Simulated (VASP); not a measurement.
Runs of VASP 6.6.1 on V. The structure is that of space group Im-3m (No. 229), or close to it. The cells are those of the table. 

| task | level | potentials or basis | U | cell | k mesh | cutoff (eV) | smearing | gap on the mesh (eV) | pressure (GPa) | moment (μB) |
| --- | --- | --- | --- | --- | --- | --- | --- | --- | --- | --- |
| single point | PBEsol | VASP PAW PBE potentials, release 64 (V_sv) | - | a = 2.540 Å, angles 109.5°, 1 atom | 12 × 12 × 12 | 520 | fermi-dirac 0.05 eV | none | 5.3 | 0.00 |
| single point | PBEsol | VASP PAW PBE potentials, release 64 (V_sv) | - | a = 2.674 Å, angles 109.5°, 1 atom | 12 × 12 × 12 | 520 | fermi-dirac 0.05 eV | none | (a) | 0.00 |
| single point | PBE | VASP PAW PBE potentials, release 64 (V_sv) | - | a = 2.623 Å, angles 109.5°, 1 atom | 12 × 12 × 12 | 520 | gaussian 0.026 eV | none | -5.1 | (b) |
| single point | LDA | VASP PAW LDA potentials, release 64 (V_sv) | - | a = 2.532 Å, angles 109.5°, 1 atom | 12 × 12 × 12 | 520 | fermi-dirac 0.05 eV | none | 0.5 | 0.00 |
| relaxation of cell and atoms | LDA | VASP PAW LDA potentials, release 64 (V_sv) | - | relaxed from a = 2.623 Å, angles 109.5°, 1 atom | 12 × 12 × 12 | 600 | fermi-dirac 0.05 eV | none | -0.1 | 0.00 |
| single point | LDA | VASP PAW LDA potentials, release 64 (V_sv) | - | a = 2.623 Å, angles 109.5°, 1 atom | 12 × 12 × 12 | 520 | fermi-dirac 0.05 eV | none | -17.4 | 0.00 |
| single point | LDA | VASP PAW LDA potentials, release 64 (V_sv) | - | a = 2.528 Å, angles 109.5°, 1 atom | 9 × 9 × 9 | 520 | fermi-dirac 0.05 eV | none | 0.6 | 0.00 |
| single point | PBE | VASP PAW PBE potentials, release 64 (V_sv) | - | a = 2.640 Å, angles 109.5°, 1 atom | 12 × 12 × 12 | 520 | fermi-dirac 0.05 eV | none | -8.2 | 0.00 |
| single point | LDA | VASP PAW LDA potentials, release 64 (V_sv) | - | a = 2.657 Å, angles 109.5°, 1 atom | 12 × 12 × 12 | 520 | fermi-dirac 0.05 eV | none | -22.4 | 0.00 |
| single point | PBEsol | VASP PAW PBE potentials, release 64 (V_sv) | - | a = 2.665, b = 2.595, c = 2.604 Å, angles 109.4, 110.9, 107.9°, 1 atom | 12 × 12 × 12 | 520 | fermi-dirac 0.05 eV | none | -11.8 | 0.00 |
| single point | PBE | VASP PAW PBE potentials, release 64 (V_sv) | - | a = 2.588 Å, angles 110.0, 110.0, 108.4°, 1 atom | 9 × 9 × 9 | 520 | fermi-dirac 0.05 eV | none | 1.4 | 0.00 |
| single point | PBEsol+D4+U | VASP PAW PBE potentials, release 64 (V_sv) | V d U = 7.0 eV | a = 2.623 Å, angles 109.5°, 1 atom | 12 × 12 × 12 | 520 | gaussian 0.05 eV | none | 51.8 | 2.43 |

Alike in all rows: spin collinear, ferromagnetic start.

Q: Estimate the missing entries.

A: (a) -19.5; (b) 0.13.

Caveats: the PAW data sets were made with another functional, which shifts forces and pressure a little (some runs); pairwise dispersion overbinds metals, which lowers pressure and volume (some runs); the U is typed as a test and isn't derived for this compound (some runs).

A gap of «none» marks levels without a gap at the run's occupations.
